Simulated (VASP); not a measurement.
Here is a VASP 6.6.1 calculation.

INCAR

```
SYSTEM = Zr
PREC     = Accurate       ! precision mode
ENCUT    = 520            ! plane-wave cutoff, eV
EDIFF    = 1E-6           ! SCF threshold, eV
ISMEAR   = -1             ! smearing method
SIGMA    = 0.06122561905347299 ! smearing width, eV
LREAL    = .FALSE.        ! projectors in reciprocal space
LASPH    = .TRUE.         ! aspherical terms in the spheres
NELM     = 100            ! most SCF steps
ALGO     = Normal         ! electronic algorithm
ISIF     = 2              ! what is computed and relaxed
LWAVE    = .FALSE.        ! write WAVECAR
LCHARG   = .TRUE.         ! write CHGCAR
GGA      = PE             ! functional
LELF     = .TRUE.         ! ELF
LVHAR    = .TRUE.       
NBANDS   = 12             ! bands
```

File KPOINTS:

```
Automatic mesh
0
G
  43 43 43
  0 0 0
```

The input POSCAR:

```
Zr
1.0
   -1.7877086981      1.7877086981      1.7877086981
    1.7877086981     -1.7877086981      1.7877086981
    1.7877086981      1.7877086981     -1.7877086981
Zr
1
Direct
    0.0000000000      0.0000000000      0.0000000000
```

Potentials or basis: VASP PAW PBE potentials, release 64 (Zr_sv).

The run is started by

```sh
$ cat potpaw_PBE.64/Zr_sv/POTCAR > POTCAR
$ mpirun -np 1 vasp_std > vasp.out
```

Question: Estimate the band gap on the k mesh.

Answer: Zero (bands 6 and 7 overlap by 1.87 eV).

Question: What does it give for the pressure?

Answer: 0.0 GPa.
